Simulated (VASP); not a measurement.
# MnO (P6_3mc) in VASP: further runs

Aim: see how the results for MnO move with the level of theory and the settings. Levels: LDA, PBEsol. Tasks: single point.

Everything below comes from runs of VASP 6.6.1. Logs are shortened: lines on timing, memory, paths and dates and some standing lists are left out, and cuts for length are marked.

## Step 1: The cell of the first run

The structure is hexagonal, space group P6_3mc (No. 186). Conventional cell: a = 3.372 Å, b = 3.372 Å, c = 5.386 Å, α = 90.00°, β = 90.00°, γ = 120.00°. Within 2.6 Å of Mn (site symmetry 3m) lie 4 O at 1.96 to 2.08 Å. O (site symmetry 3m) has 4 Mn at 1.96 to 2.08 Å within 2.6 Å.

## Step 2: Single point, LDA, collinear spin, ferromagnetic start

File INCAR:

```
SYSTEM = MnO
PREC = Accurate
ENCUT = 520
EDIFF = 1E-7
ISMEAR = 1
SIGMA = 0.005
LREAL = .FALSE.
LASPH = .TRUE.
NELM = 150
ALGO = Normal
ISIF = 2
LWAVE = .FALSE.
LCHARG = .FALSE.
ISPIN = 2
MAGMOM = 4 4 0 0
LORBIT = 11
LMAXMIX = 4
NBANDS = 31
```

File KPOINTS:

```
Automatic mesh
0
G
  8 8 4
  0 0 0
```

File POSCAR:

```
MnO
1.0
    3.3717000000      0.0000000000      0.0000000000
   -1.6858500000      2.9199778539      0.0000000000
    0.0000000000      0.0000000000      5.3855000000
Mn O
2 2
Direct
    0.6666666667      0.3333333333      0.5109600000
    0.3333333333      0.6666666667      0.0109600000
    0.6666666667      0.3333333333      0.8754700000
    0.3333333333      0.6666666667      0.3754700000
```

Potentials or basis: VASP PAW LDA potentials, release 64 (Mn_pv, O).

Command:

```
cat potpaw_LDA.64/Mn_pv/POTCAR potpaw_LDA.64/O/POTCAR > POTCAR
mpirun -np 1 vasp_std > vasp.out
```

OUTCAR:

```text
SYSTEM = MnO
   PREC = Accurate
   ENCUT = 520
   EDIFF = 1E-7
   ISMEAR = 1
   LREAL = .FALSE.
   LASPH = .TRUE.
   NELM = 150
   ISIF = 2
   ISPIN = 2
   LORBIT = 11

 ion  position               nearest neighbor table
   1  0.667  0.333  0.511-   3 1.96   4 2.08   4 2.08   4 2.08
   2  0.333  0.667  0.011-   4 1.96   3 2.08   3 2.08   3 2.08
   3  0.667  0.333  0.875-   1 1.96   2 2.08   2 2.08   2 2.08
   4  0.333  0.667  0.375-   2 1.96   1 2.08   1 2.08   1 2.08

  LATTYP: Found a hexagonal cell.
 ALAT       =     3.3717000000
 C/A-ratio  =     1.5972654744

  Lattice vectors:

 A1 = (   3.3717000000,   0.0000000000,   0.0000000000)
 A2 = (  -1.6858500000,   2.9199778539,   0.0000000000)
 A3 = (   0.0000000000,   0.0000000000,   5.3855000000)

Analysis of symmetry for initial positions (statically):
=====================================================================
 Subroutine PRICEL returns:
 Original cell was already a primitive cell.

 Routine SETGRP: Setting up the symmetry group for a
 hexagonal supercell.

 Subroutine GETGRP returns: Found 12 space group operations
 (whereof  6 operations were pure point group operations)
 out of a pool of 24 trial point group operations.

The static configuration has the point symmetry C_3v.
 The point group associated with its full space group is C_6v.

Analysis of symmetry for dynamics (positions and initial velocities):
=====================================================================
 Subroutine PRICEL returns:
 Original cell was already a primitive cell.

 Routine SETGRP: Setting up the symmetry group for a
 hexagonal supercell.

 Subroutine GETGRP returns: Found 12 space group operations
 (whereof  6 operations were pure point group operations)
 out of a pool of 24 trial point group operations.

The dynamic configuration has the point symmetry C_3v.
 The point group associated with its full space group is C_6v.

Analysis of structural, dynamic, and magnetic symmetry:
=====================================================================
 Subroutine PRICEL returns:
 Original cell was already a primitive cell.

 Routine SETGRP: Setting up the symmetry group for a
 hexagonal supercell.

 Subroutine GETGRP returns: Found 12 space group operations
 (whereof  6 operations were pure point group operations)
 out of a pool of 24 trial point group operations.

The overall configuration has the point symmetry C_3v.
 The point group associated with its full space group is C_6v.

 Subroutine INISYM returns: Found 12 space group operations
 (whereof  6 operations are pure point group operations),
 and found     1 'primitive' translations

----------------------------------------------------------------------------------------

                                     Primitive cell

  volume of cell :      53.0218

  direct lattice vectors                    reciprocal lattice vectors
     3.371700000  0.000000000  0.000000000     0.296586292  0.171234175  0.000000000
    -1.685850000  2.919977854  0.000000000     0.000000000  0.342468351  0.000000000
     0.000000000  0.000000000  5.385500000     0.000000000  0.000000000  0.185683781

  length of vectors
     3.371700000  3.371700000  5.385500000     0.342468351  0.342468351  0.185683781

  position of ions in fractional coordinates (direct lattice)
     0.666666667  0.333333333  0.510960000
     0.333333333  0.666666667  0.010960000
     0.666666667  0.333333333  0.875470000
     0.333333333  0.666666667  0.375470000

  ion indices of the primitive-cell ions
   primitive index   ion index
                 1           1
                 2           2
                 3           3
                 4           4

----------------------------------------------------------------------------------------

 KPOINTS: Automatic mesh

Automatic generation of k-mesh.
 Grid dimensions read from file:
 generate k-points for:    8    8    4

 Generating k-lattice:

  Cartesian coordinates                     Fractional coordinates (reciprocal lattice)
     0.037073286  0.021404272  0.000000000     0.125000000  0.000000000  0.000000000
     0.000000000  0.042808544  0.000000000     0.000000000  0.125000000  0.000000000
     0.000000000  0.000000000  0.046420945     0.000000000  0.000000000  0.250000000

  Length of vectors
     0.042808544  0.042808544  0.046420945

  Shift w.r.t. Gamma in fractional coordinates (k-lattice)
     0.000000000  0.000000000  0.000000000

 Subroutine IBZKPT returns following result:
 ===========================================

 Found     30 irreducible k-points:

 Following reciprocal coordinates:
            Coordinates               Weight
  0.000000  0.000000  0.000000      1.000000
  0.125000  0.000000  0.000000      6.000000
  0.250000  0.000000  0.000000      6.000000
  0.375000  0.000000  0.000000      6.000000
  0.500000  0.000000  0.000000      3.000000
  0.125000  0.125000  0.000000      6.000000
[... 16 lines left out ...]
  0.250000  0.000000  0.500000      6.000000
  0.375000  0.000000  0.500000      6.000000
 [... further k-points ...]
   k-points           NKPTS =     30   k-points in BZ     NKDIM =     30   number of bands    NBANDS=     31
   number of dos      NEDOS =    301   number of ions     NIONS =      4
   total plane-waves  NPLWV =  31360
   dimension x,y,z NGX =    28 NGY =   28 NGZ =   40
   dimension x,y,z NGXF=    56 NGYF=   56 NGZF=   80
   ions per type =               2   2
   NGX,Y,Z   is equivalent  to a cutoff of  13.81, 13.81, 12.35 a.u.
   NGXF,Y,Z  is equivalent  to a cutoff of  27.61, 27.61, 24.70 a.u.
 SYSTEM =  MnO
   PREC   = accura    normal or accurate (medium, high low for compatibility)
   ISTART =      0    job   : 0-new  1-cont  2-samecut
   ICHARG =      2    charge: 1-file 2-atom 10-const
   ISPIN  =      2    spin polarized calculation?
   LNONCOLLINEAR =      F non collinear calculations
   LSORBIT =      F    spin-orbit coupling
   LASPH  =      T    aspherical Exc in radial PAW
   ENCUT  =  520.0 eV  38.22 Ry    6.18 a.u.   6.27  6.27 10.01*2*pi/ulx,y,z
   NELM   =    150;   NELMIN=  2; NELMDL= -5     # of ELM steps
   EDIFF  = 0.1E-06   stopping-criterion for ELM
   LREAL  =      F    real-space projection
   EDIFFG = 0.1E-05   stopping-criterion for IOM
   NSW    =      0    number of steps for IOM
   IBRION =     -1    ionic relax: 0-MD 1-quasi-New 2-CG
   NFREE  =      0    steps in history (QN), initial steepest desc. (CG)
   ISIF   =      2    stress and relaxation
   ISYM   =      2    0-nonsym 1-usesym 2-fastsym
   POTIM  = 0.5000    time-step for ionic-motion
   TEBEG  =    0.0;   TEEND  =   0.0 temperature during run
   PSTRESS=    0.0 pullay stress
   NELECT =      38.0000    total number of electrons
   NUPDOWN=      -1.0000    fix difference up-down
   EMIN   =  10.00;   EMAX   =-10.00  energy-range for DOS
   EFERMI =   0.00;   METHOD = LEGACY
   ISMEAR =     1;   SIGMA  =   0.01  broadening in eV -4-tet -1-fermi 0-gaus
   EFERMI_NEDOS =   21; number of points for ismear=-14 and -15
   IALGO  =     38    algorithm
   IMIX   =      4    mixing-type and parameters
     AMIX     =   0.40;   BMIX     =  1.00
     AMIX_MAG =   1.60;   BMIX_MAG =  1.00
  volume/ion in A,a.u.               =      13.26        89.45
  Fermi-wavevector in a.u.,A,eV,Ry     =   1.465046  2.768535 29.202988  2.146359
  Thomas-Fermi vector in A             =   2.580949
   LORBIT       =     11    0 simple, 1 ext, 2 COOP (PROOUT), +10 PAW based schemes
   GGA     = CA    functional components
   LHFCALC =     F    Hartree Fock is set to
   AEXX    =    0.0000 exact exchange contribution
   IVDW    =     0    specifies the selected vdW correction
   LEPSILON=     F    determine dielectric tensor
   LRPA    =     F    only Hartree local field effects (RPA)
 spin polarized calculation
 Methfessel and Paxton  Order N= 1 SIGMA  =   0.01
  energy-cutoff  :      520.00
  volume of cell :       53.02
 maximum number of plane-waves:      1448
 NGX is ok and might be reduce to    28
   NGX = 13   NGY = 13   NGZ = 21

 number of electron      38.0000000 magnetization      10.0887229

 number of electron      38.0000000 magnetization       9.8191502

 Free energy of the ion-electron system (eV)
  ---------------------------------------------------
  ext. energy  EPLUGINS =         0.00000000
  ---------------------------------------------------
  free energy    TOTEN  =       -34.86863305 eV

  energy without entropy =      -34.86860908  energy(sigma->0) =      -34.86862506

 E-fermi :   5.4680     XC(G=0): -11.1272

 val. band max:        5.4672442516   @ k =   0.2500   0.2500   0.0000
 cond. band min:       5.4703459018   @ k =   0.1250   0.1250   0.0000
 fundamental gap:      0.0031016503
 Fermi energy:         5.4680339665

 spin component 1

 k-point     1 :       0.0000    0.0000    0.0000
  band No.  band energies     occupation
      1     -44.4647      1.00000
      2     -44.4560      1.00000
      3     -44.4560      1.00000
      4     -44.4498      1.00000
      5     -44.4498      1.00000
      6     -44.4253      1.00000
[... 805 lines left out ...]
     30      15.9027      0.00000
     31      16.9021      0.00000

 [... further k-points ...]

 spin component 2

 k-point     1 :       0.0000    0.0000    0.0000
  band No.  band energies     occupation
      1     -40.2376      1.00000
      2     -40.1973      1.00000
      3     -40.1973      1.00000
      4     -40.1893      1.00000
      5     -40.1893      1.00000
      6     -40.1853      1.00000
[... 805 lines left out ...]
     30      17.3674      0.00000
     31      18.1790      0.00000

 [... further k-points ...]
[... 5 lines left out ...]
  --------------------------------------------------------------------------------------
  -------------------------------------------------------------------------------------
  Total       -2.3766275     -2.3766275     -0.2605968      0.0000000      0.0000000      0.0000000
  in kB      -71.8153345    -71.8153345     -7.8745406      0.0000000      0.0000000      0.0000000
  external PRESSURE =     -50.5017365 kB  Pullay stress =       0.0000000 kB

 VOLUME and BASIS-vectors are now :
 -----------------------------------------------------------------------------
  energy-cutoff  :      520.00
  volume of cell :       53.02
      direct lattice vectors                 reciprocal lattice vectors
     3.371700000  0.000000000  0.000000000     0.296586292  0.171234175  0.000000000
    -1.685850000  2.919977854  0.000000000     0.000000000  0.342468351  0.000000000
     0.000000000  0.000000000  5.385500000     0.000000000  0.000000000  0.185683781

 POSITION                                       TOTAL-FORCE (eV/Angst)
 -----------------------------------------------------------------------------------
      1.68585      0.97333      2.75178         0.000000      0.000000     -0.549233
     -0.00000      1.94665      0.05903        -0.000000     -0.000000     -0.549233
      1.68585      0.97333      4.71484         0.000000     -0.000000      0.549233
     -0.00000      1.94665      2.02209         0.000000      0.000000      0.549233
 -----------------------------------------------------------------------------------
    total drift:                               -0.000000     -0.000000      0.001564

  FREE ENERGIE OF THE ION-ELECTRON SYSTEM (eV)
  ---------------------------------------------------
  free  energy   TOTEN  =       -34.8686330518 eV

  energy  without entropy=      -34.8686090784  energy(sigma->0) =      -34.86862506

 total charge

# of ion       s       p       d       tot
------------------------------------------
    1        0.246   6.232   4.970  11.448
    2        0.246   6.232   4.970  11.448
    3        1.544   3.430   0.000   4.974
    4        1.544   3.430   0.000   4.974
--------------------------------------------------
tot          3.580  19.323   9.941  32.843

 magnetization (x)

# of ion       s       p       d       tot
------------------------------------------
    1        0.033   0.057   4.221   4.311
    2        0.033   0.057   4.221   4.311
    3        0.019   0.196   0.000   0.215
    4        0.019   0.196   0.000   0.215
--------------------------------------------------
tot          0.103   0.507   8.441   9.051
```

It took 63 s on 1 thread of AMD EPYC 9R45 (Zen 5), shared host; peak memory 0.17 GiB.

Results:

```
Free energy                                           : -34.8686 eV
Pressure                                              : -5.1 GPa
Largest force                                         : 0.549 eV/Å
Net moment                                            : 9.82 μB per cell
Site moments                                          : Mn +4.31; O +0.21 μB
Valence electrons inside the program's atomic spheres : Mn 11.45; O 4.97
```

Forces in eV/Å, atoms in the order of the input:
```
Mn   0.000  0.000 -0.549
Mn   0.000  0.000 -0.549
O    0.000  0.000  0.549
O    0.000  0.000  0.549
```

Stress tensor (GPa, compression positive):
```
-7.18  0.00  0.00
 0.00 -7.18  0.00
 0.00  0.00 -0.79
```

Levels at points of the mesh, in eV from the Fermi level:
Spin up:
| k point | band 20 | band 21 | band 22 | band 23 | band 24 | band 25 | band 26 | band 27 | band 28 | band 29 |
| --- | --- | --- | --- | --- | --- | --- | --- | --- | --- | --- |
| (0.00, 0.00, 0.00) | -1.31 | -0.86 | -0.86 | 0.20 | 0.20 | 0.25 | 3.80 | 5.72 | 11.58 | 11.58 |
| (0.50, 0.00, 0.00) | -2.22 | -1.83 | -1.63 | -0.64 | -0.53 | 4.01 | 4.41 | 5.99 | 7.68 | 9.24 |
| (0.00, 0.00, 0.50) | -1.23 | -0.36 | -0.36 | -0.36 | -0.36 | 1.35 | 1.35 | 8.48 | 8.48 | 11.68 |
| (0.50, 0.00, 0.50) | -2.16 | -1.09 | -1.09 | -1.02 | -1.02 | 4.01 | 4.01 | 6.23 | 6.23 | 10.58 |
Spin down:
| k point | band 11 | band 12 | band 13 | band 14 | band 15 | band 16 | band 17 | band 18 |
| --- | --- | --- | --- | --- | --- | --- | --- | --- |
| (0.00, 0.00, 0.00) | -4.92 | -4.92 | -4.70 | -4.70 | -0.25 | 0.67 | 0.67 | 0.85 |
| (0.50, 0.00, 0.00) | -5.32 | -4.89 | -4.83 | -4.61 | 0.14 | 0.18 | 0.99 | 1.25 |
| (0.00, 0.00, 0.50) | -4.83 | -4.83 | -4.83 | -4.83 | 1.15 | 1.15 | 1.15 | 1.15 |
| (0.50, 0.00, 0.50) | -4.91 | -4.91 | -4.73 | -4.73 | 0.64 | 0.64 | 1.27 | 1.27 |

Caveat: semilocal functionals often make such compounds metallic where correlation or magnetic order opens a gap, which also shifts bond lengths; only a ferromagnetic start was run, and an antiferromagnetic order may lie lower in energy. With open d or f shells a metallic result of LDA can be an artefact of self-interaction; +U or a hybrid may open a gap.

## Step 3: Single point, PBEsol, collinear spin, ferromagnetic start

File INCAR:

```
PREC = Accurate ; ENCUT = 520
EDIFF = 1E-6 ; ISMEAR = -1
SIGMA = 0.05 ; LREAL = False
LASPH = True ; NELM = 150
ALGO = Normal ; ISIF = 2
LWAVE = False ; LCHARG = False
ISPIN = 2 ; MAGMOM = 4 4 0 0
LORBIT = 11 ; LMAXMIX = 4
GGA = PS ; NBANDS = 31
```

File KPOINTS:

```
regular mesh
0
Gamma
  12 12 7
```

POSCAR is that of step 2.

Potentials or basis: VASP PAW PBE potentials, release 64 (Mn_pv, O).

Command:

```
cat potpaw_PBE.64/Mn_pv/POTCAR potpaw_PBE.64/O/POTCAR > POTCAR
mpirun -np 1 vasp_std > vasp.out
```

Run time: 2.1 min. Hardware: 1 thread of AMD EPYC 9R45 (Zen 5), shared host; peak memory 0.28 GiB.

The run converged. Its results:

| Quantity | Value |
| --- | --- |
| Free energy | -34.2631 eV |
| Pressure | 1.2 GPa |
| Largest force | 0.611 eV/Å |
| Band gap on the k mesh | zero (filled and empty bands overlap) |
| Net moment | 9.99 μB per cell |
| Site moments | Mn +4.40; O +0.20 μB |
| Valence electrons inside the program's atomic spheres | Mn 11.43; O 4.99 |

Forces in eV/Å, atoms in the order of the input:
```
Mn   0.000  0.000 -0.611
Mn   0.000  0.000 -0.611
O    0.000  0.000  0.611
O    0.000  0.000  0.611
```

Stress tensor (GPa, compression positive):
```
-1.34  0.00  0.00
 0.00 -1.34  0.00
 0.00  0.00  6.17
```

Levels at points of the mesh, in eV from the Fermi level:
Spin up:
```tsv
k point	band 21	band 22	band 23	band 24	band 25	band 26	band 27	band 28
(0.00, 0.00, 0.00)	-1.07	-1.07	0.00	0.00	0.06	3.58	5.51	11.41
(0.50, 0.00, 0.00)	-2.09	-1.91	-0.87	-0.73	3.79	4.18	5.72	7.48
```
Spin down:
| k point | band 12 | band 13 | band 14 | band 15 | band 16 | band 17 |
| --- | --- | --- | --- | --- | --- | --- |
| (0.00, 0.00, 0.00) | -4.95 | -4.74 | -4.74 | -0.16 | 0.91 | 0.91 |
| (0.50, 0.00, 0.00) | -4.94 | -4.86 | -4.67 | 0.36 | 0.40 | 1.20 |

Caveat: the PAW data sets were made with another functional, which shifts forces and pressure a little; semilocal functionals often make such compounds metallic where correlation or magnetic order opens a gap, which also shifts bond lengths; only a ferromagnetic start was run, and an antiferromagnetic order may lie lower in energy.
